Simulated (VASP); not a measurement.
# PbS (Fm-3m) in VASP: dielectric tensor with r2SCAN

Aim: the dielectric tensor of PbS with r2SCAN.

All numbers are computed with VASP 6.6.1; they aren't measurements. Logs are shortened: lines on timing, memory, paths and dates and some standing lists are left out, and cuts for length are marked.

## (1) The cell of the first run

It takes space group Fm-3m (No. 225, cubic). The conventional cell has a = 5.974 Å, b = 5.974 Å, c = 5.974 Å, α = 90.00°, β = 90.00°, γ = 90.00°. Pb (site symmetry m-3m) has 6 S at 2.99 Å within 3.9 Å. S (site symmetry m-3m) has 6 Pb at 2.99 Å within 3.9 Å.

## (2) Dielectric tensor, r2SCAN

The input, INCAR:

```
SYSTEM = PbS
ALGO = Normal
EDIFF = 1E-8
ENCUT = 520
ISIF = 2
ISMEAR = 0
LASPH = .True.
LCALCEPS = .True.
LCHARG = .False.
LMIXTAU = .True.
LREAL = .False.
LWAVE = .False.
METAGGA = R2SCAN
NELM = 80
PREC = Accurate
SIGMA = 0.01
```

The input, KPOINTS:

```
k-points
0
Gamma
  6 6 6
  0 0 0
```

The input, POSCAR:

```
PbS
1.0
    0.0000000000      2.9872326701      2.9872326701
    2.9872326701      0.0000000000      2.9872326701
    2.9872326701      2.9872326701      0.0000000000
Pb S
1 1
Direct
    0.0000000000      0.0000000000      0.0000000000
    0.5000000000      0.5000000000      0.5000000000
```

Potentials or basis: VASP PAW PBE potentials, release 64 (Pb_d, S).

Started as:

```
> cat potpaw_PBE.64/Pb_d/POTCAR potpaw_PBE.64/S/POTCAR > POTCAR
> mpirun -np 1 vasp_std > vasp.out
```

OUTCAR:

```text
SYSTEM = PbS
   EDIFF = 1E-8
   ENCUT = 520
   ISIF = 2
   ISMEAR = 0
   LASPH = .True.
   LREAL = .False.
   METAGGA = R2SCAN
   NELM = 80
   PREC = Accurate

 ion  position               nearest neighbor table
   1  0.000  0.000  0.000-   2 2.99   2 2.99   2 2.99   2 2.99   2 2.99   2 2.99
   2  0.500  0.500  0.500-   1 2.99   1 2.99   1 2.99   1 2.99   1 2.99   1 2.99

  LATTYP: Found a face centered cubic cell.
 ALAT       =     5.9744653402

  Lattice vectors:

 A1 = (   0.0000000000,   2.9872326701,   2.9872326701)
 A2 = (   2.9872326701,   0.0000000000,   2.9872326701)
 A3 = (   2.9872326701,   2.9872326701,   0.0000000000)

Analysis of symmetry for initial positions (statically):
=====================================================================
 Subroutine PRICEL returns:
 Original cell was already a primitive cell.

 Routine SETGRP: Setting up the symmetry group for a
 face centered cubic supercell.

 Subroutine GETGRP returns: Found 48 space group operations
 (whereof 48 operations were pure point group operations)
 out of a pool of 48 trial point group operations.

The static configuration has the point symmetry O_h .

Analysis of symmetry for dynamics (positions and initial velocities):
=====================================================================
 Subroutine PRICEL returns:
 Original cell was already a primitive cell.

 Routine SETGRP: Setting up the symmetry group for a
 face centered cubic supercell.

 Subroutine GETGRP returns: Found 48 space group operations
 (whereof 48 operations were pure point group operations)
 out of a pool of 48 trial point group operations.

The dynamic configuration has the point symmetry O_h .

 Subroutine INISYM returns: Found 48 space group operations
 (whereof 48 operations are pure point group operations),
 and found     1 'primitive' translations

----------------------------------------------------------------------------------------

                                     Primitive cell

  volume of cell :      53.3135

  direct lattice vectors                    reciprocal lattice vectors
     0.000000000  2.987232670  2.987232670    -0.167378994  0.167378994  0.167378994
     2.987232670  0.000000000  2.987232670     0.167378994 -0.167378994  0.167378994
     2.987232670  2.987232670  0.000000000     0.167378994  0.167378994 -0.167378994

  length of vectors
     4.224584956  4.224584956  4.224584956     0.289908922  0.289908922  0.289908922

  position of ions in fractional coordinates (direct lattice)
     0.000000000  0.000000000  0.000000000
     0.500000000  0.500000000  0.500000000

  ion indices of the primitive-cell ions
   primitive index   ion index
                 1           1
                 2           2

----------------------------------------------------------------------------------------

 KPOINTS: k-points

Automatic generation of k-mesh.
 Grid dimensions read from file:
 generate k-points for:    6    6    6

 Generating k-lattice:

  Cartesian coordinates                     Fractional coordinates (reciprocal lattice)
    -0.027896499  0.027896499  0.027896499     0.166666667  0.000000000  0.000000000
     0.027896499 -0.027896499  0.027896499     0.000000000  0.166666667  0.000000000
     0.027896499  0.027896499 -0.027896499     0.000000000  0.000000000  0.166666667

  Length of vectors
     0.048318154  0.048318154  0.048318154

  Shift w.r.t. Gamma in fractional coordinates (k-lattice)
     0.000000000  0.000000000  0.000000000

 Subroutine IBZKPT returns following result:
 ===========================================

 Found     16 irreducible k-points:

 Following reciprocal coordinates:
            Coordinates               Weight
  0.000000  0.000000  0.000000      1.000000
  0.166667  0.000000  0.000000      8.000000
  0.333333  0.000000  0.000000      8.000000
[... 27 lines left out ...]
   LSORBIT =      F    spin-orbit coupling
   LASPH  =      T    aspherical Exc in radial PAW
   ENCUT  =  520.0 eV  38.22 Ry    6.18 a.u.   7.85  7.85  7.85*2*pi/ulx,y,z
   NELM   =     80;   NELMIN=  2; NELMDL= -5     # of ELM steps
   EDIFF  = 0.1E-07   stopping-criterion for ELM
   LREAL  =      F    real-space projection
   EDIFFG = 0.1E-06   stopping-criterion for IOM
   NSW    =      0    number of steps for IOM
   IBRION =     -1    ionic relax: 0-MD 1-quasi-New 2-CG
   NFREE  =      0    steps in history (QN), initial steepest desc. (CG)
   ISIF   =      2    stress and relaxation
   ISYM   =      2    0-nonsym 1-usesym 2-fastsym
   POTIM  = 0.5000    time-step for ionic-motion
   TEBEG  =    0.0;   TEEND  =   0.0 temperature during run
   PSTRESS=    0.0 pullay stress
   NELECT =      20.0000    total number of electrons
   NUPDOWN=      -1.0000    fix difference up-down
   EMIN   =  10.00;   EMAX   =-10.00  energy-range for DOS
   EFERMI =   0.00;   METHOD = LEGACY
   ISMEAR =     0;   SIGMA  =   0.01  broadening in eV -4-tet -1-fermi 0-gaus
   EFERMI_NEDOS =   21; number of points for ismear=-14 and -15
   IALGO  =     38    algorithm
   IMIX   =      4    mixing-type and parameters
     AMIX     =   0.40;   BMIX     =  1.00
     AMIX_MAG =   1.60;   BMIX_MAG =  1.00
  volume/ion in A,a.u.               =      26.66       179.89
  Fermi-wavevector in a.u.,A,eV,Ry     =   1.180699  2.231197 18.967196  1.394050
  Thomas-Fermi vector in A             =   2.316986
   LORBIT       =      0    0 simple, 1 ext, 2 COOP (PROOUT), +10 PAW based schemes
   METAGGA = R2SCAN    functional components
   LHFCALC =     F    Hartree Fock is set to
   AEXX    =    0.0000 exact exchange contribution
   IVDW    =     0    specifies the selected vdW correction
   LEPSILON=     F    determine dielectric tensor
   LRPA    =     F    only Hartree local field effects (RPA)
   LRPA       =     F
 non-spin polarized calculation
 Gauss-broadening in eV      SIGMA  =   0.01
  energy-cutoff  :      520.00
  volume of cell :       53.31
 maximum number of plane-waves:      1459
   NGX = 15   NGY = 15   NGZ = 15

 Total electronic dipole moment: p[elc]=(     0.00000    -0.00000    -0.00000 ) |e| Angst

 Total electronic dipole moment: p[elc]=(     0.00000     0.00000    -0.00000 ) |e| Angst

 number of electron      20.0000001 magnetization

 Free energy of the ion-electron system (eV)
  ---------------------------------------------------
  ext. energy  EPLUGINS =         0.00000000
  ---------------------------------------------------
  free energy    TOTEN  =       -65.61338074 eV

  energy without entropy =      -65.61338074  energy(sigma->0) =      -65.61338074

 E-fermi :   5.4521     XC(G=0): -10.1464

 val. band max:        5.3951025213   @ k =   0.5000   0.0000   0.0000
 cond. band min:   10000.0000000000   @ k =   0.0000   0.0000   0.0000
 fundamental gap:   9994.6048974787
 Fermi energy:         5.4520877240

 k-point     1 :       0.0000    0.0000    0.0000
  band No.  band energies     occupation
      1     -12.0009      2.00000
      2     -12.0008      2.00000
      3     -12.0008      2.00000
      4     -11.9843      2.00000
      5     -11.9843      2.00000
      6      -8.6001      2.00000
      7      -0.7308      2.00000
      8       3.1947      2.00000
      9       3.1947      2.00000
     10       3.1947      2.00000
     11   10000.0000      0.00000
     12   10000.0000      0.00000
     13   10000.0000      0.00000
     14   10000.0000      0.00000
[... 377 lines left out ...]
      1     -12.0338      2.00000
      2     -12.0049      2.00000
      3     -11.9905      2.00000
      4     -11.9752      2.00000
      5     -11.9623      2.00000
      6      -7.8113      2.00000
      7      -2.3859      2.00000
      8       2.7511      2.00000
      9       2.8066      2.00000
     10       3.9867      2.00000
     11   10000.0000      0.00000
     12   10000.0000      0.00000
     13   10000.0000      0.00000
     14   10000.0000      0.00000

 [... further k-points ...]

------------------------ aborting loop because EDIFF is reached ----------------------------------------

            Ionic dipole moment: p[ion]=(   -17.92340   -17.92340   -17.92340 ) |e| Angst

 Total electronic dipole moment: p[elc]=(     0.00022     0.00022     0.03785 ) |e| Angst

 MACROSCOPIC STATIC DIELECTRIC TENSOR (including local field effects)
 ------------------------------------------------------
          13.845538     0.000000    -0.000000
          -0.000000    13.845538    -0.000000
           0.000000     0.000000    13.845538
 ------------------------------------------------------

 PIEZOELECTRIC TENSOR (including local field effects) (e Angst)
          XX          YY          ZZ          XY          YZ          ZX
  --------------------------------------------------------------------------------
  x     0.00000     0.00000     0.00000     0.00000     0.00000     0.00000
  y     0.00000     0.00000     0.00000     0.00000     0.00000     0.00000
  z     0.00000     0.00000     0.00000     0.00000     0.00000     0.00000

 PIEZOELECTRIC TENSOR (including local field effects) (C/m^2)
          XX          YY          ZZ          XY          YZ          ZX
  --------------------------------------------------------------------------------
  x     0.00000     0.00000     0.00000     0.00000     0.00000     0.00000
  y     0.00000     0.00000     0.00000     0.00000     0.00000     0.00000
  z     0.00000     0.00000     0.00000     0.00000     0.00000     0.00000

 BORN EFFECTIVE CHARGES (including local field effects) (in |e|, cummulative output)
 ---------------------------------------------------------------------------------
 ion    1
    1     4.33670     0.00000     0.00000
    2     0.00000     4.33670     0.00000
    3    -0.00000    -0.00000     4.33670
 ion    2
    1    -4.33670    -0.00000    -0.00000
    2    -0.00000    -4.33670    -0.00000
    3     0.00000     0.00000    -4.33670

  FORCE on cell =-STRESS in cart. coord.  units (eV):
  Direction    XX          YY          ZZ          XY          YZ          ZX
  --------------------------------------------------------------------------------------
  -------------------------------------------------------------------------------------
  Total       -0.0118267     -0.0118267     -0.0118267      0.0000000      0.0000000     -0.0000000
  in kB       -0.3554169     -0.3554169     -0.3554169      0.0000000      0.0000000     -0.0000000
  external PRESSURE =      -0.3554169 kB  Pullay stress =       0.0000000 kB

 VOLUME and BASIS-vectors are now :
 -----------------------------------------------------------------------------
  energy-cutoff  :      520.00
  volume of cell :       53.31
      direct lattice vectors                 reciprocal lattice vectors
     0.000000000  2.987232670  2.987232670    -0.167378994  0.167378994  0.167378994
     2.987232670  0.000000000  2.987232670     0.167378994 -0.167378994  0.167378994
     2.987232670  2.987232670  0.000000000     0.167378994  0.167378994 -0.167378994

 POSITION                                       TOTAL-FORCE (eV/Angst)
 -----------------------------------------------------------------------------------
      0.00000      0.00000      0.00000         0.000000     -0.000000      0.000000
      2.98723      2.98723      2.98723        -0.000000      0.000000     -0.000000
 -----------------------------------------------------------------------------------
    total drift:                                0.000000     -0.000000     -0.000000

  FREE ENERGIE OF THE ION-ELECTRON SYSTEM (eV)
  ---------------------------------------------------
  free  energy   TOTEN  =       -65.6133807420 eV

  energy  without entropy=      -65.6133807420  energy(sigma->0) =      -65.61338074
```

It took 59 min on 1 thread of AMD EPYC 9R45 (Zen 5), shared host; peak memory 0.34 GiB.

What came out:

| Item | Value |
| --- | --- |
| Band gap on the k mesh | 0.70 eV, direct |
| Electronic dielectric tensor (diagonal) | 13.85 |
| Born charges (mean of the diagonal) | Pb +4.34; S -4.34 e |

Levels at points of the mesh, in eV from the valence-band top:
| k point | band 7 | band 8 | band 9 | band 10 | band 11 | band 12 | band 13 | band 14 |
| --- | --- | --- | --- | --- | --- | --- | --- | --- |
| (0.00, 0.00, 0.00) | -6.13 | -2.20 | -2.20 | -2.20 | 5.51 | 5.51 | 5.51 | 7.21 |
| (0.50, 0.00, 0.00) | -8.96 | -1.81 | -1.81 | 0.00 | 0.70 | 2.25 | 2.25 | 9.16 |
| (0.50, 0.50, 0.00) | -7.31 | -5.17 | -3.45 | -3.45 | 4.26 | 5.95 | 6.03 | 6.03 |

Electronic dielectric tensor:
```
13.85  0.00  0.00
 0.00 13.85  0.00
 0.00  0.00 13.85
```

Born effective charge tensors (e):
atom 1, Pb
```
4.34 0.00 0.00
0.00 4.34 0.00
0.00 0.00 4.34
```
atom 2, S
```
-4.34  0.00  0.00
 0.00 -4.34  0.00
 0.00  0.00 -4.34
```

Dipole moments of the cell (e·Å, modulo the quantum): ionic -17.923, -17.923, -17.923; electronic 0.000, 0.000, 0.038

Caveat: the PAW data sets were made with another functional, which shifts forces and pressure a little; spin-orbit coupling is left out, which moves the levels of the heavy elements. A k mesh can miss the band edges.
